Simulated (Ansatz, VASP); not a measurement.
**Two plane-wave programs on CsSnI3**

```xyz
5
Lattice="6.2057 0.0000 0.0000 0.0000 6.2057 0.0000 0.0000 0.0000 6.2057" Properties=species:S:1:pos:R:3 pbc="T T T"
Cs    0.0000    0.0000    0.0000
I     3.1029    3.1029    0.0000
I     3.1029    0.0000    3.1029
I     0.0000    3.1029    3.1029
Sn    3.1029    3.1029    3.1029
```

Alike in both runs: task single point; functional PBEsol; dispersion D4; k mesh 5 × 5 × 5; occupations fermi-dirac, width 0.05 eV; no spin polarisation.

|  | VASP | Ansatz |
| --- | --- | --- |
| version | VASP 6.6.1 | Ansatz 0.2.0 |
| potentials or method | VASP PAW PBE potentials, release 64 (Cs_sv, I, Sn_d) | Ansatz PAW |
| plane-wave cutoff (eV) | 520 | 420 |
| valence electrons in the cell | 44 | 74 |

|  | VASP | Ansatz | Ansatz less VASP |
| --- | --- | --- | --- |
| gap on the k mesh at the Fermi level (eV) | 1.72 | 1.73 | +0.004 |
| least direct gap on the mesh (eV) | 1.72 | 1.73 | +0.004 |
| pressure (GPa) | -1.2 | -1.2 | -0.01 |

VASP's potentials were made for PBE, not for PBEsol. VASP's potentials hold 44 valence electrons a cell and Ansatz's 74, so a difference there can come from the potentials and not from the codes.

Neither program's run includes spin-orbit coupling. Noted on Ansatz's run: odd divisions of the mesh miss points on the zone boundary, where band edges often lie, so the gap on the mesh can be too wide.
